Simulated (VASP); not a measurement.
# ScAl3As4 (P-43m) in VASP: further runs

The runs below take ScAl3As4 through single point, relaxation of cell and atoms, with PBE.

Everything below comes from runs of VASP 6.6.1. Logs are shortened: lines on timing, memory, paths and dates and some standing lists are left out, and cuts for length are marked.

## Step 1: The cell of the first run

Symmetry: P-43m, No. 215, cubic system. Conventional cell: a = 5.830 Å, b = 5.830 Å, c = 5.830 Å, α = 90.00°, β = 90.00°, γ = 90.00°. Within 3.4 Å of Sc (site symmetry -43m) lie 4 As at 2.61 Å. Al (site symmetry -42m) has 4 As at 2.50 Å within 3.3 Å. As (site symmetry 3m) has 3 Al at 2.50 Å and 1 Sc at 2.61 Å within 3.3 Å.

## Step 2: Single point, PBE

INCAR

```
PREC = Accurate
ENCUT = 520
EDIFF = 1E-6
ISMEAR = 0
SIGMA = 0.2
LREAL = False
LASPH = True
NELM = 60
ALGO = Normal
ISIF = 2
LWAVE = False
LCHARG = True
GGA = PE
LELF = True
LVHAR = True
NBANDS = 30
```

KPOINTS

```
regular mesh
0
Gamma
  3 3 3
```

POSCAR

```
ScAl3As4
1.0
    5.8296890483      0.0000000000      0.0000000000
    0.0000000000      5.8296890483      0.0000000000
    0.0000000000      0.0000000000      5.8296890483
Sc Al As
1 3 4
Direct
    0.0000000000      0.0000000000      0.0000000000
    0.5000000000      0.5000000000      0.0000000000
    0.5000000000      0.0000000000      0.5000000000
    0.0000000000      0.5000000000      0.5000000000
    0.7412216564      0.7412216564      0.2587783436
    0.7412216564      0.2587783436      0.7412216564
    0.2587783436      0.7412216564      0.7412216564
    0.2587783436      0.2587783436      0.2587783436
```

Potentials or basis: VASP PAW PBE potentials, release 64 (Sc_sv, Al, As).

Launch:

```console
> cat potpaw_PBE.64/Sc_sv/POTCAR potpaw_PBE.64/Al/POTCAR potpaw_PBE.64/As/POTCAR > POTCAR
> mpirun -np 1 vasp_std > vasp.out
```

OUTCAR:

```text
PREC = Accurate
   ENCUT = 520
   EDIFF = 1E-6
   ISMEAR = 0
   LREAL = False
   LASPH = True
   NELM = 60
   ISIF = 2
   GGA = PE

 ion  position               nearest neighbor table
   1  0.000  0.000  0.000-   5 2.61   6 2.61   7 2.61   8 2.61
   2  0.500  0.500  0.000-   5 2.50   6 2.50   7 2.50   8 2.50
   3  0.500  0.000  0.500-   5 2.50   6 2.50   7 2.50   8 2.50
   4  0.000  0.500  0.500-   5 2.50   6 2.50   7 2.50   8 2.50
   5  0.741  0.741  0.259-   2 2.50   3 2.50   4 2.50   1 2.61
   6  0.741  0.259  0.741-   2 2.50   3 2.50   4 2.50   1 2.61
   7  0.259  0.741  0.741-   2 2.50   3 2.50   4 2.50   1 2.61
   8  0.259  0.259  0.259-   2 2.50   3 2.50   4 2.50   1 2.61

  LATTYP: Found a simple cubic cell.
 ALAT       =     5.8296890483

  Lattice vectors:

 A1 = (   5.8296890483,   0.0000000000,   0.0000000000)
 A2 = (   0.0000000000,   5.8296890483,   0.0000000000)
 A3 = (   0.0000000000,   0.0000000000,   5.8296890483)

Analysis of symmetry for initial positions (statically):
=====================================================================
 Subroutine PRICEL returns:
 Original cell was already a primitive cell.

 Routine SETGRP: Setting up the symmetry group for a
 simple cubic supercell.

 Subroutine GETGRP returns: Found 24 space group operations
 (whereof 24 operations were pure point group operations)
 out of a pool of 48 trial point group operations.

The static configuration has the point symmetry T_d .

Analysis of symmetry for dynamics (positions and initial velocities):
=====================================================================
 Subroutine PRICEL returns:
 Original cell was already a primitive cell.

 Routine SETGRP: Setting up the symmetry group for a
 simple cubic supercell.

 Subroutine GETGRP returns: Found 24 space group operations
 (whereof 24 operations were pure point group operations)
 out of a pool of 48 trial point group operations.

The dynamic configuration has the point symmetry T_d .

 Subroutine INISYM returns: Found 24 space group operations
 (whereof 24 operations are pure point group operations),
 and found     1 'primitive' translations

[... 85 lines left out ...]
   EDIFF  = 0.1E-05   stopping-criterion for ELM
   LREAL  =      F    real-space projection
   EDIFFG = 0.1E-04   stopping-criterion for IOM
   NSW    =      0    number of steps for IOM
   IBRION =     -1    ionic relax: 0-MD 1-quasi-New 2-CG
   NFREE  =      0    steps in history (QN), initial steepest desc. (CG)
   ISIF   =      2    stress and relaxation
   ISYM   =      2    0-nonsym 1-usesym 2-fastsym
   POTIM  = 0.5000    time-step for ionic-motion
   TEBEG  =    0.0;   TEEND  =   0.0 temperature during run
   PSTRESS=    0.0 pullay stress
   NELECT =      40.0000    total number of electrons
   NUPDOWN=      -1.0000    fix difference up-down
   EMIN   =  10.00;   EMAX   =-10.00  energy-range for DOS
   EFERMI =   0.00;   METHOD = LEGACY
   ISMEAR =     0;   SIGMA  =   0.20  broadening in eV -4-tet -1-fermi 0-gaus
   EFERMI_NEDOS =   21; number of points for ismear=-14 and -15
   IALGO  =     38    algorithm
   IMIX   =      4    mixing-type and parameters
     AMIX     =   0.40;   BMIX     =  1.00
     AMIX_MAG =   1.60;   BMIX_MAG =  1.00
  volume/ion in A,a.u.               =      24.77       167.13
  Fermi-wavevector in a.u.,A,eV,Ry     =   0.960394  1.814881 12.549424  0.922357
  Thomas-Fermi vector in A             =   2.089674
   LORBIT       =      0    0 simple, 1 ext, 2 COOP (PROOUT), +10 PAW based schemes
   GGA     = PE    functional components
   LHFCALC =     F    Hartree Fock is set to
   AEXX    =    0.0000 exact exchange contribution
   IVDW    =     0    specifies the selected vdW correction
   LEPSILON=     F    determine dielectric tensor
   LRPA    =     F    only Hartree local field effects (RPA)
 non-spin polarized calculation
 Gauss-broadening in eV      SIGMA  =   0.20
  energy-cutoff  :      520.00
  volume of cell :      198.12
 maximum number of plane-waves:      5377
 NGX is ok and might be reduce to    48
   NGX = 21   NGY = 21   NGZ = 21

 number of electron      39.9999999 magnetization

 Free energy of the ion-electron system (eV)
  ---------------------------------------------------
  ext. energy  EPLUGINS =         0.00000000
  ---------------------------------------------------
  free energy    TOTEN  =       -40.36843015 eV

  energy without entropy =      -40.36843015  energy(sigma->0) =      -40.36843015

 E-fermi :   3.5565     XC(G=0):  -8.8373

 val. band max:        2.7029846835   @ k =   0.3333   0.3333   0.0000
 cond. band min:       4.3646567694   @ k =   0.0000   0.0000   0.0000
 fundamental gap:      1.6616720859
 Fermi energy:         3.5564895914

 k-point     1 :       0.0000    0.0000    0.0000
  band No.  band energies     occupation
      1     -46.0986      2.00000
      2     -24.7492      2.00000
      3     -24.7492      2.00000
      4     -24.7492      2.00000
      5      -8.1151      2.00000
      6      -6.4540      2.00000
[... 121 lines left out ...]
     29       7.6953      0.00000
     30       7.6953      0.00000

------------------------ aborting loop because EDIFF is reached ----------------------------------------

  FORCE on cell =-STRESS in cart. coord.  units (eV):
  Direction    XX          YY          ZZ          XY          YZ          ZX
  --------------------------------------------------------------------------------------
  -------------------------------------------------------------------------------------
  Total        0.5034104      0.5034104      0.5034104     -0.0000000     -0.0000000     -0.0000000
  in kB        4.0709578      4.0709578      4.0709578     -0.0000000     -0.0000000     -0.0000000
  external PRESSURE =       4.0709578 kB  Pullay stress =       0.0000000 kB

 VOLUME and BASIS-vectors are now :
 -----------------------------------------------------------------------------
  energy-cutoff  :      520.00
  volume of cell :      198.12
      direct lattice vectors                 reciprocal lattice vectors
     5.829689048  0.000000000  0.000000000     0.171535736  0.000000000  0.000000000
     0.000000000  5.829689048  0.000000000     0.000000000  0.171535736  0.000000000
     0.000000000  0.000000000  5.829689048     0.000000000  0.000000000  0.171535736

 POSITION                                       TOTAL-FORCE (eV/Angst)
 -----------------------------------------------------------------------------------
      0.00000      0.00000      0.00000        -0.000000     -0.000000     -0.000000
      2.91484      2.91484      0.00000        -0.000000     -0.000000     -0.000000
      2.91484      0.00000      2.91484        -0.000000     -0.000000     -0.000000
      0.00000      2.91484      2.91484        -0.000000     -0.000000     -0.000000
      4.32109      4.32109      1.50860         0.001223      0.001223     -0.001223
      4.32109      1.50860      4.32109         0.001223     -0.001223      0.001223
      1.50860      4.32109      4.32109        -0.001223      0.001223      0.001223
      1.50860      1.50860      1.50860        -0.001223     -0.001223     -0.001223
 -----------------------------------------------------------------------------------
    total drift:                                0.000000      0.000000      0.000000

  FREE ENERGIE OF THE ION-ELECTRON SYSTEM (eV)
  ---------------------------------------------------
  free  energy   TOTEN  =       -40.3684301519 eV

  energy  without entropy=      -40.3684301505  energy(sigma->0) =      -40.36843015
```

stdout:

```text
POSCAR found type information on POSCAR ScAlAs
 POSCAR found :  3 types and       8 ions
 scaLAPACK will be used
 LDA part: xc-table for (Slater+PW92), standard interpolation
 POSCAR, INCAR and KPOINTS ok, starting setup
 FFT: planning ... GRIDC
 FFT: planning ... GRID_SOFT
 FFT: planning ... GRID
 WAVECAR not read
 entering main loop
```

Run time: 29 s. Hardware: 1 thread of Intel Xeon Platinum 8488C (Sapphire Rapids), shared host; peak memory 0.31 GiB.

Results:

```
Free energy            : -40.3684 eV
Pressure               : 0.4 GPa
Band gap on the k mesh : 1.66 eV, indirect (least direct gap 1.68 eV)
```

Forces in eV/Å, atoms in the order of the input:
```
Sc   0.000  0.000  0.000
Al   0.000  0.000  0.000
Al   0.000  0.000  0.000
Al   0.000  0.000  0.000
As   0.001  0.001 -0.001
As   0.001 -0.001  0.001
As  -0.001  0.001  0.001
As  -0.001 -0.001 -0.001
```

A k mesh can miss the band edges. As with any semilocal functional, this PBE gap is likely too small.

## Step 3: Relaxation of cell and atoms, PBE

This run uses another cell than the first one, of 16.27 Å³/atom, 0.657 times its volume.

INCAR

```
SYSTEM = ScAl3As4
ALGO = Normal
EDIFF = 1E-6
EDIFFG = -0.08
ENCUT = 600
GGA = PE
IBRION = 2
ISIF = 3
ISMEAR = 0
LASPH = .TRUE.
LCHARG = .FALSE.
LREAL = .FALSE.
LWAVE = .FALSE.
NELM = 100
NSW = 36
PREC = Accurate
SIGMA = 0.2
```

KPOINTS

```
k-points
0
G
  3 3 3
  0 0 0
```

POSCAR

```
ScAl3As4
1.0
    5.0679457200      0.0000000000      0.0000000000
    0.0000000000      5.0679457200      0.0000000000
    0.0000000000      0.0000000000      5.0679457200
Sc Al As
1 3 4
Direct
    0.0000000000      0.0000000000      0.0000000000
    0.5000000000      0.5000000000      0.0000000000
    0.5000000000      0.0000000000      0.5000000000
    0.0000000000      0.5000000000      0.5000000000
    0.7557144200      0.7557144200      0.2442855800
    0.7557144200      0.2442855800      0.7557144200
    0.2442855800      0.7557144200      0.7557144200
    0.2442855800      0.2442855800      0.2442855800
```

Potentials or basis: VASP PAW PBE potentials, release 64 (Sc_sv, Al, As).

Launch:

```console
> cat potpaw_PBE.64/Sc_sv/POTCAR potpaw_PBE.64/Al/POTCAR potpaw_PBE.64/As/POTCAR > POTCAR
> mpirun -np 1 vasp_std > vasp.out
```

Wall time 78 s (1 thread of Intel Xeon Platinum 8488C (Sapphire Rapids), shared host); peak memory 0.26 GiB.

The run converged. Its results:

```
Free energy                            : -40.3614 eV
Relaxed volume                         : 25.12 Å³/atom
Relaxed cell                           : a = 5.857 Å, b = 5.857 Å, c = 5.857 Å, α = 90.00°, β = 90.00°, γ = 90.00°
Space group after relaxing (to 0.05 Å) : P-43m (No. 215)
Energy gained by relaxing              : 1336.0 meV/atom
Ionic steps                            : 4
Pressure after relaxing                : -0.5 GPa
Largest force after relaxing           : 0.031 eV/Å
Band gap on the k mesh                 : 1.66 eV, indirect (least direct gap 1.67 eV)
```

Forces in eV/Å, atoms in the order of the input:
```
Sc   0.000  0.000  0.000
Al   0.000  0.000  0.000
Al   0.000  0.000  0.000
Al   0.000  0.000  0.000
As  -0.018 -0.018  0.018
As  -0.018  0.018 -0.018
As   0.018 -0.018 -0.018
As   0.018  0.018  0.018
```

The path:
```tsv
step	energy change (eV)	largest force (eV/Å)	pressure (GPa)	volume (Å³)
1	0.0000	4.1747	64.40	130.17
2	-5.9857	0.6962	-10.31	296.32
3	-10.6783	0.0072	-1.08	202.95
4	-10.6880	0.0311	-0.48	200.94
```

Final structure:
```xyz
8
Lattice="5.8572 0.0000 0.0000 0.0000 5.8572 0.0000 0.0000 0.0000 5.8572" Properties=species:S:1:pos:R:3 pbc="T T T"
Sc    0.0000    0.0000    0.0000
Al    2.9286    2.9286    0.0000
Al    2.9286    0.0000    2.9286
Al    0.0000    2.9286    2.9286
As    4.3438    4.3438    1.5133
As    4.3438    1.5133    4.3438
As    1.5133    4.3438    4.3438
As    1.5133    1.5133    1.5133
```

Levels at points of the mesh, in eV from the valence-band top:
```csv
k point,band 18,band 19,band 20,band 21,band 22,band 23
"(0.00, 0.00, 0.00)",-0.01,-0.01,-0.01,1.66,1.66,1.87
```

Caveat: the volume moved by over 15 % at a fixed basis, so the end points are rough; the relaxation stopped at a loose force limit of 0.08 eV/Å, so its end isn't a converged minimum. A k mesh can miss the band edges.

## Step 4: Single point, PBE

This run uses another cell than the first one, of 24.86 Å³/atom, 1.004 times its volume.

INCAR

```
PREC = Accurate
ENCUT = 520
EDIFF = 1E-6
ISMEAR = 0
SIGMA = 0.02
LREAL = False
LASPH = True
NELM = 60
ALGO = Normal
ISIF = 2
LWAVE = False
LCHARG = False
GGA = PE
NBANDS = 30
```

KPOINTS

```
Automatic mesh
0
Gamma
  6 6 6
```

POSCAR

```
ScAl3As4
1.0
    5.8373793715      0.0000000000      0.0000000000
    0.0000000000      5.8373793715      0.0000000000
    0.0000000000      0.0000000000      5.8373793715
Sc Al As
1 3 4
Direct
    0.0000000000      0.0000000000      0.0000000000
    0.5000000000      0.5000000000      0.0000000000
    0.5000000000      0.0000000000      0.5000000000
    0.0000000000      0.5000000000      0.5000000000
    0.7412735381      0.7412735381      0.2587264619
    0.7412735381      0.2587264619      0.7412735381
    0.2587264619      0.7412735381      0.7412735381
    0.2587264619      0.2587264619      0.2587264619
```

Potentials or basis: VASP PAW PBE potentials, release 64 (Sc_sv, Al, As).

Launch:

```console
> cat potpaw_PBE.64/Sc_sv/POTCAR potpaw_PBE.64/Al/POTCAR potpaw_PBE.64/As/POTCAR > POTCAR
> mpirun -np 1 vasp_std > vasp.out
```

OUTCAR:

```text
PREC = Accurate
   ENCUT = 520
   EDIFF = 1E-6
   ISMEAR = 0
   LREAL = False
   LASPH = True
   NELM = 60
   ISIF = 2
   GGA = PE

 ion  position               nearest neighbor table
   1  0.000  0.000  0.000-   5 2.62   6 2.62   7 2.62   8 2.62
   2  0.500  0.500  0.000-   5 2.50   6 2.50   7 2.50   8 2.50
   3  0.500  0.000  0.500-   5 2.50   6 2.50   7 2.50   8 2.50
   4  0.000  0.500  0.500-   5 2.50   6 2.50   7 2.50   8 2.50
[... 868 lines left out ...]
  -------------------------------------------------------------------------------------
  Total        0.1896895      0.1896895      0.1896895      0.0000000     -0.0000000      0.0000000
  in kB        1.5279183      1.5279183      1.5279183      0.0000000     -0.0000000      0.0000000
  external PRESSURE =       1.5279183 kB  Pullay stress =       0.0000000 kB

 VOLUME and BASIS-vectors are now :
 -----------------------------------------------------------------------------
  energy-cutoff  :      520.00
  volume of cell :      198.91
      direct lattice vectors                 reciprocal lattice vectors
     5.837379371  0.000000000  0.000000000     0.171309750  0.000000000  0.000000000
     0.000000000  5.837379371  0.000000000     0.000000000  0.171309750  0.000000000
     0.000000000  0.000000000  5.837379371     0.000000000  0.000000000  0.171309750

 POSITION                                       TOTAL-FORCE (eV/Angst)
 -----------------------------------------------------------------------------------
      0.00000      0.00000      0.00000         0.000000      0.000000     -0.000000
      2.91869      2.91869      0.00000        -0.000000     -0.000000     -0.000000
      2.91869      0.00000      2.91869         0.000000      0.000000     -0.000000
      0.00000      2.91869      2.91869        -0.000000     -0.000000     -0.000000
      4.32709      4.32709      1.51028         0.000208      0.000208     -0.000208
      4.32709      1.51028      4.32709         0.000208     -0.000208      0.000208
      1.51028      4.32709      4.32709        -0.000208      0.000208      0.000208
      1.51028      1.51028      1.51028        -0.000208     -0.000208     -0.000208
 -----------------------------------------------------------------------------------
    total drift:                                0.000000      0.000000     -0.000000

  FREE ENERGIE OF THE ION-ELECTRON SYSTEM (eV)
  ---------------------------------------------------
  free  energy   TOTEN  =       -40.3975812550 eV

  energy  without entropy=      -40.3975812550  energy(sigma->0) =      -40.39758126
```

It took 2 min on 1 thread of Intel Xeon Platinum 8488C (Sapphire Rapids), shared host; peak memory 0.38 GiB.

Results:

* Free energy: -40.3976 eV
* Pressure: 0.2 GPa
* Band gap on the k mesh: 1.65 eV, indirect (least direct gap 1.68 eV)

Levels at points of the mesh, in eV from the valence-band top:
| k point | band 17 | band 18 | band 19 | band 20 | band 21 | band 22 | band 23 | band 24 |
| --- | --- | --- | --- | --- | --- | --- | --- | --- |
| (0.00, 0.00, 0.00) | -1.10 | -0.03 | -0.03 | -0.03 | 1.65 | 1.65 | 1.90 | 1.95 |
| (0.50, 0.00, 0.00) | -1.11 | -1.11 | -0.13 | -0.13 | 2.25 | 2.74 | 2.86 | 2.86 |
| (0.50, 0.50, 0.00) | -0.61 | -0.61 | -0.10 | -0.10 | 2.41 | 2.59 | 2.95 | 3.29 |
| (0.50, 0.50, 0.50) | -0.40 | -0.23 | -0.23 | -0.23 | 2.18 | 2.18 | 2.18 | 2.49 |

A k mesh can miss the band edges. A hybrid or GW would open this gap; PBE tends to underestimate it.

## Step 5: Summary

| task | cell | k mesh | cutoff (eV) | smearing | gap on the mesh (eV) | pressure (GPa) |
| --- | --- | --- | --- | --- | --- | --- |
| single point | a = 5.830 Å, 8 atoms | 3 × 3 × 3 | 520 | gaussian 0.2 eV | 1.66 | 0.4 |
| relaxation of cell and atoms | relaxed from a = 5.068 Å, 8 atoms | 3 × 3 × 3 | 600 | gaussian 0.2 eV | 1.66 | -0.5 |
| single point | a = 5.837 Å, 8 atoms | 6 × 6 × 6 | 520 | gaussian 0.02 eV | 1.65 | 0.2 |

Alike in all rows: level PBE; potentials or basis VASP PAW PBE potentials, release 64 (Sc_sv, Al, As); no spin polarisation.

Caveats: the volume moved by over 15 % at a fixed basis, so the end points are rough (some runs); the relaxation stopped at a loose force limit of 0.08 eV/Å, so its end isn't a converged minimum (some runs).

Total energies depend on the potentials used, so only differences within one code and one set of settings carry meaning.
